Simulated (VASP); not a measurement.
# Cd2TeO3 (P6/mmm) in VASP: a series of runs

Cd2TeO3 is run at these levels: PBE; tasks: single point.

Everything below comes from runs of VASP 6.6.1. Logs are shortened: lines on timing, memory, paths and dates and some standing lists are left out, and cuts for length are marked.

### 1 The cell of the first run

The structure is hexagonal, space group P6/mmm (No. 191). Conventional cell: a = 5.670 Å, b = 5.670 Å, c = 3.263 Å, α = 90.00°, β = 90.00°, γ = 120.00°. Cd (site symmetry -6m2) has 6 O at 2.31 Å within 3.1 Å. Te (site symmetry 6/mmm) has 6 O at 2.83 Å and 2 Te at 3.26 Å and 12 Cd at 3.66 Å within 3.7 Å. Within 3.1 Å of O (site symmetry mmm) lie 4 Cd at 2.31 Å and 4 O at 2.83 Å and 2 Te at 2.83 Å.

The cell was generated, and may not be a known phase.

### 2 Single point, PBE

INCAR reads:

```
PREC = Accurate
ENCUT = 520
EDIFF = 1E-7
ISMEAR = 0
SIGMA = 0.1
LREAL = F
LASPH = T
NELM = 80
ALGO = Normal
ISIF = 2
LWAVE = F
LCHARG = T
GGA = PE
LELF = T
LVHAR = T
NBANDS = 33
```

KPOINTS reads:

```
Automatic mesh
0
Gamma
  6 6 4
```

POSCAR reads:

```
Cd2TeO3
1.0
    5.6695373692      0.0000000000      0.0000000000
   -2.8347686846      4.9099633894      0.0000000000
    0.0000000000      0.0000000000      3.2630653112
Cd Te O
2 1 3
Direct
    0.3333333333      0.6666666667      0.5000000000
    0.6666666667      0.3333333333      0.5000000000
    0.0000000000      0.0000000000      0.0000000000
    0.5000000000      0.0000000000      0.0000000000
    0.0000000000      0.5000000000      0.0000000000
    0.5000000000      0.5000000000      0.0000000000
```

Potentials or basis: VASP PAW PBE potentials, release 64 (Cd, Te, O).

The run is started by

```console
$ cat potpaw_PBE.64/Cd/POTCAR potpaw_PBE.64/Te/POTCAR potpaw_PBE.64/O/POTCAR > POTCAR
$ mpirun -np 1 vasp_std > vasp.out
```

OUTCAR:

```text
PREC = Accurate
   ENCUT = 520
   EDIFF = 1E-7
   ISMEAR = 0
   LREAL = F
   LASPH = T
   NELM = 80
   ISIF = 2
   GGA = PE

 ion  position               nearest neighbor table
   1  0.333  0.667  0.500-   4 2.31   4 2.31   5 2.31   5 2.31   6 2.31   6 2.31   2 3.27   2 3.27
                             2 3.27   3 3.66   3 3.66   3 3.66   3 3.66   3 3.66   3 3.66
   2  0.667  0.333  0.500-   4 2.31   4 2.31   5 2.31   5 2.31   6 2.31   6 2.31   1 3.27   1 3.27
                             1 3.27   3 3.66   3 3.66   3 3.66   3 3.66   3 3.66   3 3.66
   3  0.000  0.000  0.000-   1 3.66   2 3.66   1 3.66   2 3.66   1 3.66   1 3.66   2 3.66   2 3.66
                             2 3.66   2 3.66   1 3.66   1 3.66
   4  0.500  0.000  0.000-   1 2.31   2 2.31   1 2.31   2 2.31
   5  0.000  0.500  0.000-   1 2.31   2 2.31   1 2.31   2 2.31
   6  0.500  0.500  0.000-   1 2.31   2 2.31   1 2.31   2 2.31

  LATTYP: Found a hexagonal cell.
 ALAT       =     5.6695373692
 C/A-ratio  =     0.5755434877

  Lattice vectors:

 A1 = (   5.6695373692,   0.0000000000,   0.0000000000)
 A2 = (  -2.8347686846,   4.9099633894,   0.0000000000)
 A3 = (   0.0000000000,   0.0000000000,   3.2630653112)

Analysis of symmetry for initial positions (statically):
=====================================================================
 Subroutine PRICEL returns:
 Original cell was already a primitive cell.

 Routine SETGRP: Setting up the symmetry group for a
 hexagonal supercell.

 Subroutine GETGRP returns: Found 24 space group operations
 (whereof 24 operations were pure point group operations)
 out of a pool of 24 trial point group operations.

The static configuration has the point symmetry D_6h.

Analysis of symmetry for dynamics (positions and initial velocities):
=====================================================================
 Subroutine PRICEL returns:
 Original cell was already a primitive cell.

 Routine SETGRP: Setting up the symmetry group for a
 hexagonal supercell.

 Subroutine GETGRP returns: Found 24 space group operations
 (whereof 24 operations were pure point group operations)
 out of a pool of 24 trial point group operations.

The dynamic configuration has the point symmetry D_6h.

 Subroutine INISYM returns: Found 24 space group operations
 (whereof 24 operations are pure point group operations),
 and found     1 'primitive' translations

----------------------------------------------------------------------------------------

                                     Primitive cell

  volume of cell :      90.8347

  direct lattice vectors                    reciprocal lattice vectors
     5.669537369  0.000000000  0.000000000     0.176381234  0.101833753  0.000000000
    -2.834768685  4.909963389  0.000000000     0.000000000  0.203667506  0.000000000
     0.000000000  0.000000000  3.263065311     0.000000000  0.000000000  0.306460308

  length of vectors
     5.669537369  5.669537369  3.263065311     0.203667506  0.203667506  0.306460308

  position of ions in fractional coordinates (direct lattice)
     0.333333333  0.666666667  0.500000000
     0.666666667  0.333333333  0.500000000
     0.000000000  0.000000000  0.000000000
     0.500000000  0.000000000  0.000000000
     1.000000000  0.500000000  0.000000000
     0.500000000  0.500000000  0.000000000

  ion indices of the primitive-cell ions
   primitive index   ion index
                 1           1
                 2           2
                 3           3
                 4           4
                 5           5
                 6           6

----------------------------------------------------------------------------------------

 KPOINTS: Automatic mesh

Automatic generation of k-mesh.
 Grid dimensions read from file:
 generate k-points for:    6    6    4

 Generating k-lattice:

  Cartesian coordinates                     Fractional coordinates (reciprocal lattice)
     0.029396872  0.016972292  0.000000000     0.166666667 -0.000000000  0.000000000
     0.000000000  0.033944584  0.000000000     0.000000000  0.166666667  0.000000000
     0.000000000  0.000000000  0.076615077     0.000000000  0.000000000  0.250000000

  Length of vectors
     0.033944584  0.033944584  0.076615077

  Shift w.r.t. Gamma in fractional coordinates (k-lattice)
     0.000000000  0.000000000  0.000000000

 Subroutine IBZKPT returns following result:
 ===========================================

 Found     21 irreducible k-points:

 Following reciprocal coordinates:
            Coordinates               Weight
  0.000000  0.000000  0.000000      1.000000
  0.166667  0.000000  0.000000      6.000000
  0.333333  0.000000  0.000000      6.000000
  0.500000 -0.000000  0.000000      3.000000
  0.166667  0.166667  0.000000      6.000000
  0.333333  0.166667  0.000000     12.000000
[... 13 lines left out ...]
  0.333333  0.166667  0.500000     12.000000
  0.333333  0.333333  0.500000      2.000000
   k-points           NKPTS =     21   k-points in BZ     NKDIM =     21   number of bands    NBANDS=     33
   number of dos      NEDOS =    301   number of ions     NIONS =      6
   total plane-waves  NPLWV =  42336
   dimension x,y,z NGX =    42 NGY =   42 NGZ =   24
   dimension x,y,z NGXF=    84 NGYF=   84 NGZF=   48
   ions per type =               2   1   3
   NGX,Y,Z   is equivalent  to a cutoff of  12.32, 12.32, 12.23 a.u.
   NGXF,Y,Z  is equivalent  to a cutoff of  24.63, 24.63, 24.45 a.u.
 SYSTEM =  unknown system
   PREC   = accura    normal or accurate (medium, high low for compatibility)
   ISTART =      0    job   : 0-new  1-cont  2-samecut
   ICHARG =      2    charge: 1-file 2-atom 10-const
   ISPIN  =      1    spin polarized calculation?
   LNONCOLLINEAR =      F non collinear calculations
   LSORBIT =      F    spin-orbit coupling
   LASPH  =      T    aspherical Exc in radial PAW
   ENCUT  =  520.0 eV  38.22 Ry    6.18 a.u.  10.54 10.54  6.07*2*pi/ulx,y,z
   NELM   =     80;   NELMIN=  2; NELMDL= -5     # of ELM steps
   EDIFF  = 0.1E-06   stopping-criterion for ELM
   LREAL  =      F    real-space projection
   EDIFFG = 0.1E-05   stopping-criterion for IOM
   NSW    =      0    number of steps for IOM
   IBRION =     -1    ionic relax: 0-MD 1-quasi-New 2-CG
   NFREE  =      0    steps in history (QN), initial steepest desc. (CG)
   ISIF   =      2    stress and relaxation
   ISYM   =      2    0-nonsym 1-usesym 2-fastsym
   POTIM  = 0.5000    time-step for ionic-motion
   TEBEG  =    0.0;   TEEND  =   0.0 temperature during run
   PSTRESS=    0.0 pullay stress
   NELECT =      48.0000    total number of electrons
   NUPDOWN=      -1.0000    fix difference up-down
   EMIN   =  10.00;   EMAX   =-10.00  energy-range for DOS
   EFERMI =   0.00;   METHOD = LEGACY
   ISMEAR =     0;   SIGMA  =   0.10  broadening in eV -4-tet -1-fermi 0-gaus
   EFERMI_NEDOS =   21; number of points for ismear=-14 and -15
   IALGO  =     38    algorithm
   IMIX   =      4    mixing-type and parameters
     AMIX     =   0.40;   BMIX     =  1.00
     AMIX_MAG =   1.60;   BMIX_MAG =  1.00
  volume/ion in A,a.u.               =      15.14       102.16
  Fermi-wavevector in a.u.,A,eV,Ry     =   1.323543  2.501133 23.834222  1.751766
  Thomas-Fermi vector in A             =   2.453143
   LORBIT       =      0    0 simple, 1 ext, 2 COOP (PROOUT), +10 PAW based schemes
   GGA     = PE    functional components
   LHFCALC =     F    Hartree Fock is set to
   AEXX    =    0.0000 exact exchange contribution
   IVDW    =     0    specifies the selected vdW correction
   LEPSILON=     F    determine dielectric tensor
   LRPA    =     F    only Hartree local field effects (RPA)
 non-spin polarized calculation
 Gauss-broadening in eV      SIGMA  =   0.10
  energy-cutoff  :      520.00
  volume of cell :       90.83
 maximum number of plane-waves:      2479
   NGX = 21   NGY = 21   NGZ = 13

 number of electron      48.0000019 magnetization

 Free energy of the ion-electron system (eV)
  ---------------------------------------------------
  ext. energy  EPLUGINS =         0.00000000
  ---------------------------------------------------
  free energy    TOTEN  =       -22.24069824 eV

  energy without entropy =      -22.21637566  energy(sigma->0) =      -22.22853695

 E-fermi :   3.6978     XC(G=0): -11.0030

 val. band max:        3.6913208583   @ k =   0.3333   0.0000   0.5000
 cond. band min:       3.7006087550   @ k =   0.1667   0.0000   0.5000
 fundamental gap:      0.0092878967
 Fermi energy:         3.6977603190

 k-point     1 :       0.0000    0.0000    0.0000
  band No.  band energies     occupation
      1     -14.0327      2.00000
      2     -12.9772      2.00000
      3     -12.9772      2.00000
      4      -7.5833      2.00000
      5      -4.1119      2.00000
      6      -3.4591      2.00000
[... 25 lines left out ...]
     32      14.4669      0.00000
     33      14.4669      0.00000

 k-point     2 :       0.1667    0.0000    0.0000
  band No.  band energies     occupation
      1     -13.9718      2.00000
      2     -13.0458      2.00000
      3     -12.9812      2.00000
      4      -7.6880      2.00000
      5      -4.0392      2.00000
      6      -3.4878      2.00000
[... 25 lines left out ...]
     32      13.7064      0.00000
     33      13.8654      0.00000
[... 646 lines left out ...]
     32      14.2171      0.00000
     33      14.2782      0.00000

 k-point    21 :       0.3333    0.3333    0.5000
  band No.  band energies     occupation
      1     -13.2431      2.00000
      2     -13.2431      2.00000
      3     -12.9868      2.00000
      4      -6.4223      2.00000
      5      -3.6925      2.00000
      6      -3.5069      2.00000
[... 25 lines left out ...]
     32      14.8323      0.00000
     33      14.8323      0.00000

------------------------ aborting loop because EDIFF is reached ----------------------------------------

  FORCE on cell =-STRESS in cart. coord.  units (eV):
  Direction    XX          YY          ZZ          XY          YZ          ZX
  --------------------------------------------------------------------------------------
  -------------------------------------------------------------------------------------
  Total        0.5019747      0.5019747      0.7809112      0.0000000      0.0000000      0.0000000
  in kB        8.8540250      8.8540250     13.7740159      0.0000000      0.0000000      0.0000000
  external PRESSURE =      10.4940220 kB  Pullay stress =       0.0000000 kB

 VOLUME and BASIS-vectors are now :
 -----------------------------------------------------------------------------
  energy-cutoff  :      520.00
  volume of cell :       90.83
      direct lattice vectors                 reciprocal lattice vectors
     5.669537369  0.000000000  0.000000000     0.176381234  0.101833753  0.000000000
    -2.834768685  4.909963389  0.000000000     0.000000000  0.203667506  0.000000000
     0.000000000  0.000000000  3.263065311     0.000000000  0.000000000  0.306460308

 POSITION                                       TOTAL-FORCE (eV/Angst)
 -----------------------------------------------------------------------------------
     -0.00000      3.27331      1.63153        -0.000000      0.000000      0.000000
      2.83477      1.63665      1.63153         0.000000     -0.000000      0.000000
      0.00000      0.00000      0.00000         0.000000      0.000000      0.000000
      2.83477      0.00000      0.00000         0.000000      0.000000      0.000000
     -1.41738      2.45498      0.00000         0.000000      0.000000      0.000000
      1.41738      2.45498      0.00000         0.000000      0.000000      0.000000
 -----------------------------------------------------------------------------------
    total drift:                                0.000000      0.000000     -0.000000

  FREE ENERGIE OF THE ION-ELECTRON SYSTEM (eV)
  ---------------------------------------------------
  free  energy   TOTEN  =       -22.2406982434 eV

  energy  without entropy=      -22.2163756632  energy(sigma->0) =      -22.22853695
```

It took 2.1 min on 1 thread of AMD EPYC 7R13, shared host; peak memory 0.2 GiB.

What came out:

| Property | Result |
| --- | --- |
| Free energy | -22.2407 eV |
| Pressure | 1.0 GPa |
| Band gap on the k mesh | zero (bands 24 and 25 overlap by 1.87 eV) |

Caveat: the k points lie up to 0.48 Å⁻¹ apart, too coarse for converged energies and pressures of a metal; spin-orbit coupling is left out, which moves the levels of the heavy elements.

### 3 Single point, PBE

This run uses another cell than the first one, of 17.46 Å³/atom.

INCAR reads:

```
ALGO = Normal ; EDIFF = 1E-7
ENCUT = 520 ; GGA = PE
ISIF = 2 ; ISMEAR = 0
LASPH = True ; LCHARG = False
LREAL = False ; LWAVE = False
NBANDS = 33 ; NELM = 100
PREC = Accurate ; SIGMA = 0.1
```

KPOINTS reads:

```
k-points
0
Gamma
  6 6 4
```

POSCAR reads:

```
Cd2TeO3
1.0
    4.3304614600      0.0000000000      0.0000000000
   -2.1652307300      3.7502896400      0.0000000000
    0.0000000000      0.0000000000      6.4517904800
Cd Te O
2 1 3
Direct
    0.3333333300      0.6666666700      0.5000000000
    0.6666666700      0.3333333300      0.5000000000
    0.0000000000      0.0000000000      0.0000000000
    0.5000000000      0.0000000000      0.0000000000
    0.0000000000      0.5000000000      0.0000000000
    0.5000000000      0.5000000000      0.0000000000
```

Potentials or basis: VASP PAW PBE potentials, release 64 (Cd, Te, O).

The run is started by

```console
$ cat potpaw_PBE.64/Cd/POTCAR potpaw_PBE.64/Te/POTCAR potpaw_PBE.64/O/POTCAR > POTCAR
$ mpirun -np 1 vasp_std > vasp.out
```

Run time: 3.5 min. Hardware: 1 thread of AMD EPYC 7R13, shared host; peak memory 0.22 GiB.

The run converged. Its results:

```yaml
Free_energy: -16.1223 eV
Pressure: 13.9 GPa
Band_gap_on_the_k_mesh: zero (bands 24 and 25 overlap by 1.36 eV)
```

Stress tensor (GPa, compression positive):
```
22.63  0.00  0.00
 0.00 22.63  0.00
 0.00  0.00 -3.60
```

Levels at points of the mesh, in eV from the Fermi level:
```csv
k point,band 21,band 22,band 23,band 24,band 25,band 26,band 27,band 28
"(0.00, 0.00, 0.00)",-1.67,-1.12,0.42,0.97,0.97,2.82,4.38,4.38
"(0.50, 0.00, 0.00)",-2.78,-2.17,-1.76,-0.42,-0.24,0.80,1.67,2.85
"(0.00, 0.00, 0.50)",-1.72,-1.12,0.37,0.96,0.97,0.97,4.55,4.55
"(0.50, 0.00, 0.50)",-2.22,-1.86,-1.85,-0.56,-0.03,0.80,1.79,1.86
```

Caveat: the stress differs along the axes, from -4 to 23 GPa; spin-orbit coupling is left out, which moves the levels of the heavy elements.

### 4 Single point, PBE

This run uses another cell than the first one, of 15.25 Å³/atom.

INCAR reads:

```
SYSTEM = Cd2TeO3
  ALGO = Normal
  EDIFF = 1E-7
  ENCUT = 520
  GGA = PE
  ISIF = 2
  ISMEAR = 0
  LASPH = .TRUE.
  LCHARG = .FALSE.
  LREAL = .FALSE.
  LWAVE = .FALSE.
  NBANDS = 33
  NELM = 80
  PREC = Accurate
  SIGMA = 0.1
```

KPOINTS reads:

```
k-points
0
G
  6 6 6
  0 0 0
```

POSCAR reads:

```
Cd2TeO3
1.0
    5.7634151442      0.0000000000      0.0000000000
   -2.8817075721      4.9912639274      0.0000000000
    0.0000000000      0.0000000000      3.1805357962
Cd Te O
2 1 3
Direct
    0.3333333333      0.6666666667      0.5000000000
    0.6666666667      0.3333333333      0.5000000000
    0.0000000000      0.0000000000      0.0000000000
    0.5000000000      0.0000000000      0.0000000000
    0.0000000000      0.5000000000      0.0000000000
    0.5000000000      0.5000000000      0.0000000000
```

The run is started by

```console
$ cat potpaw_PBE.64/Cd/POTCAR potpaw_PBE.64/Te/POTCAR potpaw_PBE.64/O/POTCAR > POTCAR
$ mpirun -np 1 vasp_std > vasp.out
```

Wall time 3.7 min (1 thread of AMD EPYC 7R13, shared host); peak memory 0.24 GiB.

Results (log left out):

```yaml
Free_energy: -22.0797 eV
Pressure: 1.0 GPa
Band_gap_on_the_k_mesh: zero (bands 24 and 25 overlap by 1.46 eV)
```

Stress tensor (GPa, compression positive):
```
0.89 0.00 0.00
0.00 0.89 0.00
0.00 0.00 1.21
```

Levels at points of the mesh, in eV from the Fermi level:
```tsv
k point	band 21	band 22	band 23	band 24	band 25	band 26	band 27	band 28
(0.00, 0.00, 0.00)	-1.07	-0.39	-0.39	1.13	1.13	1.46	2.56	5.41
(0.50, 0.00, 0.00)	-1.59	-1.01	-0.94	-0.39	0.62	2.41	3.96	4.42
(0.00, 0.00, 0.50)	-2.65	-1.06	0.01	0.01	2.11	2.11	4.07	4.26
(0.50, 0.00, 0.50)	-1.65	-1.63	-1.54	-0.23	0.00	1.60	4.91	4.92
```

Caveat: spin-orbit coupling is left out, which moves the levels of the heavy elements.

### 5 Single point, PBE

This run uses another cell than the first one, of 15.26 Å³/atom.

INCAR reads:

```
SYSTEM = Cd2TeO3
ALGO     = Normal         ! electronic algorithm
EDIFF    = 1E-6           ! SCF threshold, eV
ENCUT    = 520            ! plane-wave cutoff, eV
GGA      = PE             ! functional
ISIF     = 2              ! what is computed and relaxed
ISMEAR   = 0              ! smearing method
LASPH    = .TRUE.         ! aspherical terms in the spheres
LCHARG   = .FALSE.        ! write CHGCAR
LREAL    = .FALSE.        ! projectors in reciprocal space
LWAVE    = .FALSE.        ! write WAVECAR
NBANDS   = 33             ! bands
NELM     = 80             ! most SCF steps
PREC     = Accurate       ! precision mode
SIGMA    = 0.1            ! smearing width, eV
```

KPOINTS reads:

```
k-points
0
G
  6 6 12
  0 0 0
```

Edit POSCAR of step 4 so:

```diff
@@ -2,5 +2,5 @@
 1.0
-    5.7634151442      0.0000000000      0.0000000000
-   -2.8817075721      4.9912639274      0.0000000000
-    0.0000000000      0.0000000000      3.1805357962
+    5.7536759618      0.0000000000      0.0000000000
+   -2.8768379809      4.9828295480      0.0000000000
+    0.0000000000      0.0000000000      3.1930055702
 Cd Te O
```

The run is started by

```console
$ cat potpaw_PBE.64/Cd/POTCAR potpaw_PBE.64/Te/POTCAR potpaw_PBE.64/O/POTCAR > POTCAR
$ mpirun -np 1 vasp_std > vasp.out
```

Run time: 4.7 min. Hardware: 1 thread of AMD EPYC 7R13, shared host; peak memory 0.28 GiB.

It converged, with:

```
Free energy            : -22.1657 eV
Pressure               : 0.9 GPa
Band gap on the k mesh : zero (bands 24 and 25 overlap by 1.81 eV)
```

Stress tensor (GPa, compression positive):
```
0.74 0.00 0.00
0.00 0.74 0.00
0.00 0.00 1.34
```

Levels at points of the mesh, in eV from the Fermi level:
| k point | band 21 | band 22 | band 23 | band 24 | band 25 | band 26 | band 27 | band 28 |
| --- | --- | --- | --- | --- | --- | --- | --- | --- |
| (0.00, 0.00, 0.00) | -1.01 | -0.35 | -0.35 | 1.22 | 1.22 | 1.48 | 2.62 | 5.46 |
| (0.50, 0.00, 0.00) | -1.57 | -0.98 | -0.89 | -0.35 | 0.71 | 2.47 | 3.98 | 4.44 |
| (0.00, 0.00, 0.50) | -2.60 | -1.02 | 0.04 | 0.04 | 2.19 | 2.19 | 4.10 | 4.34 |
| (0.50, 0.00, 0.50) | -1.62 | -1.60 | -1.51 | -0.17 | 0.03 | 1.67 | 4.97 | 4.98 |

Caveat: spin-orbit coupling is left out, which moves the levels of the heavy elements.

### 6 Overview

```csv
cell,k mesh,gap on the mesh (eV),pressure (GPa)
"a = 5.670, b = 5.670, c = 3.263 Å, angles 90.0, 90.0, 120.0°, 6 atoms",6 × 6 × 4,none,1.0
"a = 4.330, b = 4.330, c = 6.452 Å, angles 90.0, 90.0, 120.0°, 6 atoms",6 × 6 × 4,none,13.9
"a = 5.763, b = 5.763, c = 3.181 Å, angles 90.0, 90.0, 120.0°, 6 atoms",6 × 6 × 6,none,1.0
"a = 5.754, b = 5.754, c = 3.193 Å, angles 90.0, 90.0, 120.0°, 6 atoms",6 × 6 × 12,none,0.9
```

Alike in all rows: task single point; level PBE; potentials or basis VASP PAW PBE potentials, release 64 (Cd, Te, O); no spin polarisation; cutoff (eV) 520; smearing gaussian 0.1 eV.

Caveats: some runs use coarse meshes; spin-orbit coupling is left out, which moves the levels of the heavy elements; the stress differs along the axes, from -4 to 23 GPa (at least some runs).

Total energies depend on the potentials used, so only differences within one code and one set of settings carry meaning.
